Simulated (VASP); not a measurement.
Input of a VASP 6.6.1 run:

File INCAR:

```
PREC = Accurate ; ENCUT = 520
EDIFF = 1E-8 ; ISMEAR = -1
SIGMA = 0.05 ; LREAL = False
LASPH = True ; NELM = 100
ALGO = Normal ; ISIF = 2
LWAVE = False ; LCHARG = False
GGA = CA ; LEFG = True
NBANDS = 16
```

Contents of KPOINTS:

```
regular mesh
0
Gamma
  11 11 11
```

The input POSCAR:

```
InP
1.0
    0.0000000000      2.8644851195      2.8644851195
    2.8644851195      0.0000000000      2.8644851195
    2.8644851195      2.8644851195      0.0000000000
In P
1 1
Direct
    0.0000000000      0.0000000000      0.0000000000
    0.5000000000      0.5000000000      0.5000000000
```

Potentials or basis: VASP PAW LDA potentials, release 64 (In_d, P).

Launch:

```console
$ cat potpaw_LDA.64/In_d/POTCAR potpaw_LDA.64/P/POTCAR > POTCAR
$ mpirun -np 1 vasp_std > vasp.out
```

**Question.** What does it give for the pressure?

**Answer.** -10.0 GPa.

**Question.** Predict the band gap on the k mesh.

**Answer.** Zero (bands 9 and 10 overlap by 2.30 eV).

Caveat: the cell stands under tension; spin-orbit coupling is left out, which moves the levels of the heavy elements.
